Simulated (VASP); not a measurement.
# PbS (P6_3/mmc) in VASP: a series of runs, part 3 of 3

VASP 6.6.1. The steps go on from the part before.

## Step 5: Single point, PBE

The input, INCAR:

```
  ALGO = Normal
  EDIFF = 1E-6
  ENCUT = 500
  GGA = PE
  GGA_COMPAT = F
  ISIF = 2
  ISMEAR = -1
  LASPH = T
  LCHARG = F
  LREAL = F
  LWAVE = F
  NBANDS = 28
  NELM = 120
  PREC = Accurate
  SIGMA = 0.02
```

The input, KPOINTS:

```
k-points
0
Gamma
  12 12 4
```

The input, POSCAR:

```
PbS
1.0
    4.1234513013      0.0000000000      0.0000000000
   -2.0617256507      3.5710135782      0.0000000000
    0.0000000000      0.0000000000      7.3337316572
Pb S
2 2
Direct
    0.0000000000      0.0000000000      0.0000000000
    0.0000000000      0.0000000000      0.5000000000
    0.3333333333      0.6666666667      0.2500000000
    0.6666666667      0.3333333333      0.7500000000
```

Potentials or basis: VASP PAW PBE potentials, release 64 (Pb_d, S).

The run is started by

```console
$ cat potpaw_PBE.64/Pb_d/POTCAR potpaw_PBE.64/S/POTCAR > POTCAR
$ mpirun -np 1 vasp_std > vasp.out
```

OUTCAR:

```text
EDIFF = 1E-6
   ENCUT = 500
   GGA = PE
   ISIF = 2
   ISMEAR = -1
   LASPH = T
   LREAL = F
   NELM = 120
   PREC = Accurate

 ion  position               nearest neighbor table
   1  0.000  0.000  0.000-   3 3.00   4 3.00   4 3.00   3 3.00   4 3.00   3 3.00   2 3.67   2 3.67

   2  0.000  0.000  0.500-   3 3.00   4 3.00   4 3.00   3 3.00   4 3.00   3 3.00   1 3.67   1 3.67

   3  0.333  0.667  0.250-   1 3.00   2 3.00   1 3.00   2 3.00   1 3.00   2 3.00
   4  0.667  0.333  0.750-   1 3.00   2 3.00   1 3.00   2 3.00   1 3.00   2 3.00

  LATTYP: Found a hexagonal cell.
 ALAT       =     4.1234513013
 C/A-ratio  =     1.7785420807

  Lattice vectors:

 A1 = (   4.1234513013,   0.0000000000,   0.0000000000)
 A2 = (  -2.0617256507,   3.5710135782,   0.0000000000)
 A3 = (   0.0000000000,   0.0000000000,   7.3337316572)

Analysis of symmetry for initial positions (statically):
=====================================================================
 Subroutine PRICEL returns:
 Original cell was already a primitive cell.

 Routine SETGRP: Setting up the symmetry group for a
 hexagonal supercell.

 Subroutine GETGRP returns: Found 24 space group operations
 (whereof 12 operations were pure point group operations)
 out of a pool of 24 trial point group operations.

The static configuration has the point symmetry D_3d.
 The point group associated with its full space group is D_6h.

Analysis of symmetry for dynamics (positions and initial velocities):
=====================================================================
 Subroutine PRICEL returns:
 Original cell was already a primitive cell.

 Routine SETGRP: Setting up the symmetry group for a
 hexagonal supercell.

 Subroutine GETGRP returns: Found 24 space group operations
 (whereof 12 operations were pure point group operations)
 out of a pool of 24 trial point group operations.

The dynamic configuration has the point symmetry D_3d.
 The point group associated with its full space group is D_6h.

 Subroutine INISYM returns: Found 24 space group operations
 (whereof 12 operations are pure point group operations),
 and found     1 'primitive' translations

----------------------------------------------------------------------------------------

                                     Primitive cell

  volume of cell :     107.9885

  direct lattice vectors                    reciprocal lattice vectors
     4.123451301  0.000000000  0.000000000     0.242515293  0.140016270  0.000000000
    -2.061725651  3.571013578  0.000000000     0.000000000  0.280032539  0.000000000
     0.000000000  0.000000000  7.333731657     0.000000000  0.000000000  0.136356230

  length of vectors
     4.123451301  4.123451301  7.333731657     0.280032539  0.280032539  0.136356230

  position of ions in fractional coordinates (direct lattice)
     0.000000000  0.000000000  0.000000000
     0.000000000  0.000000000  0.500000000
     0.333333333  0.666666667  0.250000000
     0.666666667  0.333333333  0.750000000

  ion indices of the primitive-cell ions
   primitive index   ion index
                 1           1
                 2           2
                 3           3
                 4           4

----------------------------------------------------------------------------------------

 KPOINTS: k-points

Automatic generation of k-mesh.
 Grid dimensions read from file:
 generate k-points for:   12   12    4

 Generating k-lattice:

  Cartesian coordinates                     Fractional coordinates (reciprocal lattice)
     0.020209608  0.011668022  0.000000000     0.083333333  0.000000000  0.000000000
     0.000000000  0.023336045  0.000000000     0.000000000  0.083333333  0.000000000
     0.000000000  0.000000000  0.034089057     0.000000000  0.000000000  0.250000000

  Length of vectors
     0.023336045  0.023336045  0.034089057

  Shift w.r.t. Gamma in fractional coordinates (k-lattice)
     0.000000000  0.000000000  0.000000000

 Subroutine IBZKPT returns following result:
 ===========================================

 Found     57 irreducible k-points:

 Following reciprocal coordinates:
            Coordinates               Weight
  0.000000  0.000000  0.000000      1.000000
  0.083333 -0.000000  0.000000      6.000000
  0.166667  0.000000  0.000000      6.000000
  0.250000  0.000000  0.000000      6.000000
  0.333333  0.000000  0.000000      6.000000
  0.416667  0.000000  0.000000      6.000000
[... 16 lines left out ...]
  0.250000  0.000000  0.250000     12.000000
  0.333333  0.000000  0.250000     12.000000
 [... further k-points ...]
   k-points           NKPTS =     57   k-points in BZ     NKDIM =     57   number of bands    NBANDS=     28
   number of dos      NEDOS =    301   number of ions     NIONS =      4
   total plane-waves  NPLWV =  48600
   dimension x,y,z NGX =    30 NGY =   30 NGZ =   54
   dimension x,y,z NGXF=    60 NGYF=   60 NGZF=  108
   ions per type =               2   2
   NGX,Y,Z   is equivalent  to a cutoff of  12.10, 12.10, 12.24 a.u.
   NGXF,Y,Z  is equivalent  to a cutoff of  24.19, 24.19, 24.48 a.u.
 SYSTEM =  unknown system
   PREC   = accura    normal or accurate (medium, high low for compatibility)
   ISTART =      0    job   : 0-new  1-cont  2-samecut
   ICHARG =      2    charge: 1-file 2-atom 10-const
   ISPIN  =      1    spin polarized calculation?
   LNONCOLLINEAR =      F non collinear calculations
   LSORBIT =      F    spin-orbit coupling
   LASPH  =      T    aspherical Exc in radial PAW
   ENCUT  =  500.0 eV  36.75 Ry    6.06 a.u.   7.52  7.52 13.37*2*pi/ulx,y,z
   NELM   =    120;   NELMIN=  2; NELMDL= -5     # of ELM steps
   EDIFF  = 0.1E-05   stopping-criterion for ELM
   LREAL  =      F    real-space projection
   EDIFFG = 0.1E-04   stopping-criterion for IOM
   NSW    =      0    number of steps for IOM
   IBRION =     -1    ionic relax: 0-MD 1-quasi-New 2-CG
   NFREE  =      0    steps in history (QN), initial steepest desc. (CG)
   ISIF   =      2    stress and relaxation
   ISYM   =      2    0-nonsym 1-usesym 2-fastsym
   POTIM  = 0.5000    time-step for ionic-motion
   TEBEG  =    0.0;   TEEND  =   0.0 temperature during run
   PSTRESS=    0.0 pullay stress
   NELECT =      40.0000    total number of electrons
   NUPDOWN=      -1.0000    fix difference up-down
   EMIN   =  10.00;   EMAX   =-10.00  energy-range for DOS
   EFERMI =   0.00;   METHOD = LEGACY
   ISMEAR =    -1;   SIGMA  =   0.02  broadening in eV -4-tet -1-fermi 0-gaus
   EFERMI_NEDOS =   21; number of points for ismear=-14 and -15
   IALGO  =     38    algorithm
   IMIX   =      4    mixing-type and parameters
     AMIX     =   0.40;   BMIX     =  1.00
     AMIX_MAG =   1.60;   BMIX_MAG =  1.00
  volume/ion in A,a.u.               =      27.00       182.19
  Fermi-wavevector in a.u.,A,eV,Ry     =   1.175716  2.221781 18.807438  1.382308
  Thomas-Fermi vector in A             =   2.312092
   LORBIT       =      0    0 simple, 1 ext, 2 COOP (PROOUT), +10 PAW based schemes
   GGA     = PE    functional components
   LHFCALC =     F    Hartree Fock is set to
   AEXX    =    0.0000 exact exchange contribution
   IVDW    =     0    specifies the selected vdW correction
   LEPSILON=     F    determine dielectric tensor
   LRPA    =     F    only Hartree local field effects (RPA)
 non-spin polarized calculation
  energy-cutoff  :      500.00
  volume of cell :      107.99
 maximum number of plane-waves:      2768
   NGX = 15   NGY = 15   NGZ = 27

 number of electron      39.9999998 magnetization

 Free energy of the ion-electron system (eV)
  ---------------------------------------------------
  ext. energy  EPLUGINS =         0.00000000
  ---------------------------------------------------
  free energy    TOTEN  =       -17.29123944 eV

  energy without entropy =      -17.29108399  energy(sigma->0) =      -17.29116172

 E-fermi :   5.7735     XC(G=0):  -9.5074

 val. band max:        5.5457006251   @ k =   0.3333   0.3333   0.0000
 cond. band min:       5.7742382864   @ k =   0.0000   0.0000   0.0000
 fundamental gap:      0.2285376613
 Fermi energy:         5.7735372238

 k-point     1 :       0.0000    0.0000    0.0000
  band No.  band energies     occupation
      1     -11.5501      2.00000
      2     -11.4801      2.00000
      3     -11.4801      2.00000
      4     -11.4650      2.00000
      5     -11.4650      2.00000
      6     -11.4529      2.00000
[... 20 lines left out ...]
     27      11.2572      0.00000
[... 691 lines left out ...]
      6     -11.4292      2.00000
[... 20 lines left out ...]
     27      11.4064      0.00000
     28      12.7683      0.00000

 [... further k-points ...]
[... 5 lines left out ...]
  --------------------------------------------------------------------------------------
  -------------------------------------------------------------------------------------
  Total        0.5912135      0.5912135      0.6080596     -0.0000000      0.0000000      0.0000000
  in kB        8.7715741      8.7715741      9.0215118     -0.0000000      0.0000000      0.0000000
  external PRESSURE =       8.8548867 kB  Pullay stress =       0.0000000 kB

 VOLUME and BASIS-vectors are now :
 -----------------------------------------------------------------------------
  energy-cutoff  :      500.00
  volume of cell :      107.99
      direct lattice vectors                 reciprocal lattice vectors
     4.123451301  0.000000000  0.000000000     0.242515293  0.140016270  0.000000000
    -2.061725651  3.571013578  0.000000000     0.000000000  0.280032539  0.000000000
     0.000000000  0.000000000  7.333731657     0.000000000  0.000000000  0.136356230

 POSITION                                       TOTAL-FORCE (eV/Angst)
 -----------------------------------------------------------------------------------
      0.00000      0.00000      0.00000         0.000000      0.000000      0.000000
      0.00000      0.00000      3.66687        -0.000000      0.000000      0.000000
     -0.00000      2.38068      1.83343        -0.000000     -0.000000      0.000000
      2.06173      1.19034      5.50030         0.000000      0.000000     -0.000000
 -----------------------------------------------------------------------------------
    total drift:                               -0.000000      0.000000      0.000000

  FREE ENERGIE OF THE ION-ELECTRON SYSTEM (eV)
  ---------------------------------------------------
  free  energy   TOTEN  =       -17.2912394402 eV

  energy  without entropy=      -17.2910839949  energy(sigma->0) =      -17.29116172
```

stdout:

```text
POSCAR found type information on POSCAR PbS
 POSCAR found :  2 types and       4 ions
 scaLAPACK will be used
 LDA part: xc-table for (Slater+PW92), standard interpolation
 POSCAR, INCAR and KPOINTS ok, starting setup
 FFT: planning ... GRIDC
 FFT: planning ... GRID_SOFT
 FFT: planning ... GRID
 WAVECAR not read
 entering main loop
```

Wall time 2.5 min (1 thread of Intel Xeon Platinum 8259CL at 2.50GHz (Skylake/Cascade Lake), shared host); peak memory 0.29 GiB.

What came out:

```
Free energy : -17.2912 eV
Pressure    : 0.9 GPa
```

Caveat: spin-orbit coupling is left out, which moves the levels of the heavy elements.

## Step 6: The runs side by side

| task | level | potentials or basis | cell | k mesh | cutoff (eV) | gap on the mesh (eV) | pressure (GPa) | relaxed volume (Å³/atom) |
| --- | --- | --- | --- | --- | --- | --- | --- | --- |
| single point | r2SCAN | VASP PAW PBE potentials, release 64 (Pb_d, S) | a = 4.123, b = 4.123, c = 7.334 Å, angles 90.0, 90.0, 120.0°, 4 atoms | 6 × 6 × 4 | 550 | 0.25 | 0.0 | - |
| relaxation of cell and atoms | PBEsol | VASP PAW PBE potentials, release 64 (Pb_d, S) | relaxed from a = 4.154, b = 4.154, c = 7.360 Å, angles 90.0, 90.0, 120.0°, 4 atoms | 6 × 6 × 4 | 500 | none | 0.0 | 25.98 |
| relaxation of cell and atoms | LDA | VASP PAW LDA potentials, release 64 (Pb_d, S) | relaxed from a = 4.154, b = 4.154, c = 7.360 Å, angles 90.0, 90.0, 120.0°, 4 atoms | 6 × 6 × 4 | 500 | none | 0.0 | 25.24 |
| single point | PBE | VASP PAW PBE potentials, release 64 (Pb_d, S) | a = 4.123, b = 4.123, c = 7.334 Å, angles 90.0, 90.0, 120.0°, 4 atoms | 12 × 12 × 4 | 500 | - | 0.9 | - |

Alike in all rows: no spin polarisation; smearing fermi-dirac 0.02 eV.

Caveats: spin-orbit coupling is left out, which moves the levels of the heavy elements; the PAW data sets were made with another functional, which shifts forces and pressure a little (some runs).

Total energies depend on the potentials used, so only differences within one code and one set of settings carry meaning.
